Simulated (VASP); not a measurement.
# K2NbO3 (P-6m2) in VASP: notebook, part 2 of 2

VASP 6.6.1.

## 4. Single point, PBE, collinear spin, ferrimagnetic start

This run uses another cell than the first one, of 19.12 Å³/atom, 1.017 times its volume.

INCAR

```
SYSTEM = K2NbO3
ALGO = Normal
EDIFF = 1E-6
ENCUT = 520
GGA = PE
ISIF = 2
ISMEAR = 0
ISPIN = 2
LASPH = .True.
LCHARG = .False.
LMAXMIX = 4
LORBIT = 11
LREAL = .False.
LWAVE = .False.
MAGMOM = 0.01 0.01 0.31 0.44 -0.02 0.44
NBANDS = 38
NELM = 150
PREC = Accurate
SIGMA = 0.1
```

KPOINTS

```
k-points
0
Gamma
  6 6 2
  0 0 0
```

POSCAR

```
K2NbO3
1.0
    3.5558008315      0.0000000000      0.0000000000
   -1.7779004158      3.0794138509      0.0000000000
    0.0000000000      0.0000000000     10.4776458339
K Nb O
2 1 3
Direct
    0.3333333333      0.6666666667      0.8383363452
    0.3333333333      0.6666666667      0.1616636548
    0.6666666667      0.3333333333      0.5000000000
    0.6666666667      0.3333333333      0.0000000000
    0.0000000000      0.0000000000      0.5000000000
    0.0000000000      0.0000000000      0.0000000000
```

Potentials or basis: VASP PAW PBE potentials, release 64 (K_sv, Nb_sv, O).

Command:

```bash
$ cat potpaw_PBE.64/K_sv/POTCAR potpaw_PBE.64/Nb_sv/POTCAR potpaw_PBE.64/O/POTCAR > POTCAR
$ mpirun -np 1 vasp_std > vasp.out
```

OUTCAR:

```text
SYSTEM = K2NbO3
   EDIFF = 1E-6
   ENCUT = 520
   GGA = PE
   ISIF = 2
   ISMEAR = 0
   ISPIN = 2
   LASPH = .True.
   LORBIT = 11
   LREAL = .False.
   NELM = 150
   PREC = Accurate

 ion  position               nearest neighbor table
   1  0.333  0.667  0.838-   4 2.66   4 2.66   6 2.66   6 2.66   6 2.66   4 2.66   2 3.39
   2  0.333  0.667  0.162-   4 2.66   4 2.66   6 2.66   6 2.66   6 2.66   4 2.66   1 3.39
   3  0.667  0.333  0.500-   5 2.05   5 2.05   5 2.05
   4  0.667  0.333  0.000-   1 2.66   2 2.66   1 2.66   2 2.66   1 2.66   2 2.66
   5  0.000  0.000  0.500-   3 2.05   3 2.05   3 2.05
   6  0.000  0.000  0.000-   1 2.66   2 2.66   1 2.66   2 2.66   1 2.66   2 2.66

  LATTYP: Found a hexagonal cell.
 ALAT       =     3.5558008315
 C/A-ratio  =     2.9466346206

  Lattice vectors:

 A1 = (   3.5558008315,   0.0000000000,   0.0000000000)
 A2 = (  -1.7779004158,   3.0794138509,   0.0000000000)
 A3 = (   0.0000000000,   0.0000000000,  10.4776458339)

Analysis of symmetry for initial positions (statically):
=====================================================================
 Subroutine PRICEL returns:
 Original cell was already a primitive cell.

 Routine SETGRP: Setting up the symmetry group for a
 hexagonal supercell.

 Subroutine GETGRP returns: Found 12 space group operations
 (whereof 12 operations were pure point group operations)
 out of a pool of 24 trial point group operations.

The static configuration has the point symmetry D_3h.

Analysis of symmetry for dynamics (positions and initial velocities):
=====================================================================
 Subroutine PRICEL returns:
 Original cell was already a primitive cell.

 Routine SETGRP: Setting up the symmetry group for a
 hexagonal supercell.

 Subroutine GETGRP returns: Found 12 space group operations
 (whereof 12 operations were pure point group operations)
 out of a pool of 24 trial point group operations.

The dynamic configuration has the point symmetry D_3h.

Analysis of structural, dynamic, and magnetic symmetry:
=====================================================================
 Subroutine PRICEL returns:
 Original cell was already a primitive cell.

 Routine SETGRP: Setting up the symmetry group for a
 hexagonal supercell.

 Subroutine GETGRP returns: Found 12 space group operations
 (whereof 12 operations were pure point group operations)
 out of a pool of 24 trial point group operations.

The overall configuration has the point symmetry D_3h.

 Subroutine INISYM returns: Found 12 space group operations
 (whereof 12 operations are pure point group operations),
 and found     1 'primitive' translations

----------------------------------------------------------------------------------------

                                     Primitive cell

  volume of cell :     114.7279

  direct lattice vectors                    reciprocal lattice vectors
     3.555800832  0.000000000  0.000000000     0.281230600  0.162368562  0.000000000
    -1.777900416  3.079413851  0.000000000     0.000000000  0.324737125  0.000000000
[... 87 lines left out ...]
   NFREE  =      0    steps in history (QN), initial steepest desc. (CG)
   ISIF   =      2    stress and relaxation
   ISYM   =      2    0-nonsym 1-usesym 2-fastsym
   POTIM  = 0.5000    time-step for ionic-motion
   TEBEG  =    0.0;   TEEND  =   0.0 temperature during run
   PSTRESS=    0.0 pullay stress
   NELECT =      49.0000    total number of electrons
   NUPDOWN=      -1.0000    fix difference up-down
   EMIN   =  10.00;   EMAX   =-10.00  energy-range for DOS
   EFERMI =   0.00;   METHOD = LEGACY
   ISMEAR =     0;   SIGMA  =   0.10  broadening in eV -4-tet -1-fermi 0-gaus
   EFERMI_NEDOS =   21; number of points for ismear=-14 and -15
   IALGO  =     38    algorithm
   IMIX   =      4    mixing-type and parameters
     AMIX     =   0.40;   BMIX     =  1.00
     AMIX_MAG =   1.60;   BMIX_MAG =  1.00
  volume/ion in A,a.u.               =      19.12       129.04
  Fermi-wavevector in a.u.,A,eV,Ry     =   1.232870  2.329786 20.680411  1.519967
  Thomas-Fermi vector in A             =   2.367622
   LORBIT       =     11    0 simple, 1 ext, 2 COOP (PROOUT), +10 PAW based schemes
   GGA     = PE    functional components
   LHFCALC =     F    Hartree Fock is set to
   AEXX    =    0.0000 exact exchange contribution
   IVDW    =     0    specifies the selected vdW correction
   LEPSILON=     F    determine dielectric tensor
   LRPA    =     F    only Hartree local field effects (RPA)
 spin polarized calculation
 Gauss-broadening in eV      SIGMA  =   0.10
  energy-cutoff  :      520.00
  volume of cell :      114.73
 maximum number of plane-waves:      3135
 NGX is ok and might be reduce to    28
   NGX = 13   NGY = 13   NGZ = 39

 number of electron      49.0000006 magnetization       0.0035763

 number of electron      49.0000006 magnetization      -0.0006774

 Free energy of the ion-electron system (eV)
  ---------------------------------------------------
  ext. energy  EPLUGINS =         0.00000000
  ---------------------------------------------------
  free energy    TOTEN  =       -30.10839334 eV

  energy without entropy =      -30.05947752  energy(sigma->0) =      -30.08393543

 E-fermi :   2.9349     XC(G=0):  -9.0707

 val. band max:        2.9242737868   @ k =   0.3333   0.1667   0.0000
 cond. band min:       2.9686147836   @ k =   0.3333   0.0000   0.5000
 fundamental gap:      0.0443409967
 Fermi energy:         2.9349481505

 spin component 1

 k-point     1 :       0.0000    0.0000    0.0000
  band No.  band energies     occupation
      1     -53.1606      1.00000
      2     -29.2511      1.00000
      3     -29.2511      1.00000
      4     -29.0248      1.00000
      5     -26.9502      1.00000
      6     -26.8966      1.00000
[... 535 lines left out ...]
     35       9.4656      0.00000
     36      10.6465      0.00000
 Fermi energy:         2.9349481505

 spin component 2

 k-point     1 :       0.0000    0.0000    0.0000
  band No.  band energies     occupation
      1     -53.1609      1.00000
      2     -29.2515      1.00000
      3     -29.2515      1.00000
      4     -29.0254      1.00000
      5     -26.9502      1.00000
      6     -26.8966      1.00000
[... 535 lines left out ...]
     35       9.4654      0.00000
     36      10.6465      0.00000
 [bands above 36 left out]

------------------------ aborting loop because EDIFF is reached ----------------------------------------

  FORCE on cell =-STRESS in cart. coord.  units (eV):
  Direction    XX          YY          ZZ          XY          YZ          ZX
  --------------------------------------------------------------------------------------
  -------------------------------------------------------------------------------------
  Total       -0.2937052     -0.2937052      0.4732901      0.0000000     -0.0000000      0.0000000
  in kB       -4.1015978     -4.1015978      6.6095035      0.0000000     -0.0000000      0.0000000
  external PRESSURE =      -0.5312307 kB  Pullay stress =       0.0000000 kB

 VOLUME and BASIS-vectors are now :
 -----------------------------------------------------------------------------
  energy-cutoff  :      520.00
  volume of cell :      114.73
      direct lattice vectors                 reciprocal lattice vectors
     3.555800832  0.000000000  0.000000000     0.281230600  0.162368562  0.000000000
    -1.777900416  3.079413851  0.000000000     0.000000000  0.324737125  0.000000000
     0.000000000  0.000000000 10.477645834     0.000000000  0.000000000  0.095441287

 POSITION                                       TOTAL-FORCE (eV/Angst)
 -----------------------------------------------------------------------------------
     -0.00000      2.05294      8.78379        -0.000000     -0.000000     -0.057466
     -0.00000      2.05294      1.69385        -0.000000     -0.000000      0.057466
      1.77790      1.02647      5.23882         0.000000     -0.000000      0.000000
      1.77790      1.02647      0.00000        -0.000000     -0.000000      0.000000
      0.00000      0.00000      5.23882        -0.000000      0.000000      0.000000
      0.00000      0.00000      0.00000        -0.000000     -0.000000      0.000000
 -----------------------------------------------------------------------------------
    total drift:                               -0.000001      0.000001      0.000000

  FREE ENERGIE OF THE ION-ELECTRON SYSTEM (eV)
  ---------------------------------------------------
  free  energy   TOTEN  =       -30.1083933372 eV

  energy  without entropy=      -30.0594775156  energy(sigma->0) =      -30.08393543

 total charge

# of ion       s       p       d       tot
------------------------------------------
    1        1.966   5.582   0.057   7.605
    2        1.966   5.582   0.057   7.605
    3        2.171   5.978   2.374  10.523
    4        1.624   3.148   0.000   4.773
    5        1.567   3.435   0.000   5.002
    6        1.624   3.149   0.000   4.773
--------------------------------------------------
tot         10.920  26.874   2.488  40.282

 magnetization (x)

# of ion       s       p       d       tot
------------------------------------------
    1        0.000  -0.000  -0.000  -0.000
    2        0.000  -0.000  -0.000  -0.000
    3       -0.000  -0.000  -0.001  -0.001
    4        0.000   0.000   0.000   0.000
    5        0.000   0.000   0.000   0.000
    6        0.000   0.000   0.000   0.000
--------------------------------------------------
tot         -0.000   0.000  -0.001  -0.001
```

Run time: 5.8 min. Hardware: 1 thread of AMD EPYC 7R43 (Zen 3), shared host; peak memory 0.3 GiB.

What came out:

```
Free energy                                           : -30.1084 eV
Pressure                                              : -0.1 GPa
Largest force                                         : 0.057 eV/Å
Net moment                                            : 0.00 μB per cell
Valence electrons inside the program's atomic spheres : K 7.61; Nb 10.52; O 4.77, 5.00
```

Forces on the atoms (eV/Å):
```
K    0.000  0.000 -0.057
K    0.000  0.000  0.057
Nb   0.000  0.000  0.000
O    0.000  0.000  0.000
O    0.000  0.000  0.000
O    0.000  0.000  0.000
```

## 5. The runs side by side

```csv
spin,cell,gap on the mesh (eV),pressure (GPa),moment (μB),largest force (eV/Å)
off,"a = 4.041, b = 4.041, c = 7.977 Å, angles 90.0, 90.0, 120.0°, 6 atoms",none,-6.9,-,2.79
"collinear, ferromagnetic start","a = 4.041, b = 4.041, c = 7.977 Å, angles 90.0, 90.0, 120.0°, 6 atoms",none,-5.0,3.50,2.76
"collinear, ferrimagnetic start","a = 3.556, b = 3.556, c = 10.478 Å, angles 90.0, 90.0, 120.0°, 6 atoms",none,-0.1,0.00,0.06
```

Alike in all rows: task single point; level PBE; potentials or basis VASP PAW PBE potentials, release 64 (K_sv, Nb_sv, O); k mesh 6 × 6 × 2; cutoff (eV) 520; smearing gaussian 0.1 eV.

Caveats: some runs use coarse meshes; an odd number of electrons without spin polarisation forces a metal (some runs); a magnetic or distorted state may lie lower (some runs); forces of over 1 eV/Å act on the atoms, so gaps and moduli don't describe the material at rest (some runs).

Total energies depend on the potentials used, so only differences within one code and one set of settings carry meaning.
